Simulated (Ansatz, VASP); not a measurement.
**Sn: VASP beside Ansatz**

INCAR

```
SYSTEM = Sn
PREC = Accurate
ENCUT = 520
EDIFF = 1E-6
ISMEAR = -1
SIGMA = 0.1
LREAL = .False.
LASPH = .True.
NELM = 60
ALGO = Normal
ISIF = 2
LWAVE = .False.
LCHARG = .False.
GGA = B5
ALDAX = 1.0
AGGAX = 1.0
AGGAC = 1.0
ALDAC = 0.0
NBANDS = 13
```

KPOINTS

```
Automatic mesh
0
Gamma
  13 13 13
  0 0 0
```

File POSCAR:

```
Sn
1.0
   -1.9432285103      1.9432285103      1.9432285103
    1.9432285103     -1.9432285103      1.9432285103
    1.9432285103      1.9432285103     -1.9432285103
Sn
1
Direct
    0.0000000000      0.0000000000      0.0000000000
```

Input for Ansatz:

```yaml
crystal:
  lattice:
    - [-1.9432285103, 1.9432285103, 1.9432285103]
    - [1.9432285103, -1.9432285103, 1.9432285103]
    - [1.9432285103, 1.9432285103, -1.9432285103]
  atoms:
    - { symbol: Sn, position: [0.0, 0.0, 0.0] }
hamiltonian:
  xc: blyp
  pseudopotentials:
    kind: paw
    azcp:
      Sn: "pseudopotentials/Sn.paw.azcp"
basis:
  ecutwfc: 420
  fft_grid_basis: typed
kpoints:
  mp_grid: { grid: [13, 13, 13], shift: [0, 0, 0] }
magnetization:
  spin_polarized: false
scf:
  occupations: { method: fermi_dirac, width: 0.1 }
  lower_state_search: "off"
output:
  stress: true
```

Alike in both runs: task single point; functional BLYP; k mesh 13 × 13 × 13; occupations fermi-dirac, width 0.1 eV; no spin polarisation.

```csv
,VASP,Ansatz
version,VASP 6.6.1,Ansatz 0.2.0
potentials or method,"VASP PAW PBE potentials, release 64 (Sn_d), cutoff 520 eV","plane waves (420 eV) with PAW, scalar-relativistic"
valence electrons in the cell,14,14
```

|  | VASP | Ansatz | Ansatz less VASP |
| --- | --- | --- | --- |
| pressure (GPa) | 1.7 | 1.7 | +0.04 |

VASP's potentials were made for PBE, not for BLYP. With one functional, cell and mesh, what is left measures potentials, basis and numerics.
